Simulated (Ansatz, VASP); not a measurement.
**Mg3S2: VASP beside Ansatz**

File INCAR:

```
PREC = Accurate
ENCUT = 520
EDIFF = 1E-7
ISMEAR = 0
SIGMA = 0.1
LREAL = False
LASPH = True
NELM = 100
ALGO = Normal
ISIF = 2
LWAVE = False
LCHARG = False
GGA = PE
NBANDS = 29
```

Contents of KPOINTS:

```
regular mesh
0
Gamma
  6 6 1
```

The input POSCAR:

```
Mg3S2
1.0
    3.6951092327      0.0000000000      0.0000000000
   -1.8475546164      3.2000584653      0.0000000000
    0.0000000000      0.0000000000     17.7358026547
Mg S
6 4
Direct
    0.3333333333      0.6666666667      0.8300883330
    0.6666666667      0.3333333333      0.3300883330
    0.6666666667      0.3333333333      0.1699116670
    0.3333333333      0.6666666667      0.6699116670
    0.0000000000      1.0000000000      0.0000000000
    1.0000000000      0.0000000000      0.5000000000
    0.6666666667      0.3333333333      0.9144117643
    0.3333333333      0.6666666667      0.4144117643
    0.6666666667      0.3333333333      0.5855882357
    0.3333333333      0.6666666667      0.0855882357
```

Input for Ansatz:

```yaml
crystal:
  lattice:
    - [3.6951092327, 0.0, 0.0]
    - [-1.8475546164, 3.2000584653, 0.0]
    - [0.0, 0.0, 17.7358026547]
  atoms:
    - { symbol: Mg, position: [0.3333333333, 0.6666666667, 0.830088333] }
    - { symbol: Mg, position: [0.6666666667, 0.3333333333, 0.330088333] }
    - { symbol: Mg, position: [0.6666666667, 0.3333333333, 0.169911667] }
    - { symbol: Mg, position: [0.3333333333, 0.6666666667, 0.669911667] }
    - { symbol: Mg, position: [0.0, 1.0, 0.0] }
    - { symbol: Mg, position: [1.0, 0.0, 0.5] }
    - { symbol: S, position: [0.6666666667, 0.3333333333, 0.9144117643] }
    - { symbol: S, position: [0.3333333333, 0.6666666667, 0.4144117643] }
    - { symbol: S, position: [0.6666666667, 0.3333333333, 0.5855882357] }
    - { symbol: S, position: [0.3333333333, 0.6666666667, 0.0855882357] }
basis:
  ecutwfc: 420
kpoints:
  mp_grid: { grid: [6, 6, 1] }
hamiltonian:
  xc: pbe
scf:
  occupations: { method: gaussian, width: 0.1 }
  lower_state_search: "off"
output:
  forces: true
  stress: true
  eigenvalues: true
```

Alike in both runs: task single point; functional PBE; k mesh 6 × 6 × 1; occupations gaussian, width 0.1 eV; no spin polarisation.

|  | VASP | Ansatz |
| --- | --- | --- |
| version | VASP 6.6.1 | Ansatz 0.2.0 |
| potentials or method | VASP PAW PBE potentials, release 64 (Mg, S), cutoff 520 eV | scalar-relativistic, plane waves, PAW |
| valence electrons in the cell | 36 | 84 |

VASP gave:

- gap on the k mesh at the Fermi level (eV): 0.35
- least direct gap on the mesh (eV): 0.42
- pressure (GPa): -0.1
- traceless stress, the component that is largest in VASP (GPa): -0.07
- rms of the force components (eV/Å): 0.012

Which values does Ansatz return?

gap on the k mesh at the Fermi level (eV): 0.36; least direct gap on the mesh (eV): 0.42; pressure (GPa): 0.1; traceless stress, the component that is largest in VASP (GPa): -0.08; rms of the force components (eV/Å): 0.012.

Atom by atom the forces differ by 0.002 eV/Å (rms over components). VASP's potentials hold 36 valence electrons a cell and Ansatz's 84, so a difference there can come from the potentials and not from the codes.
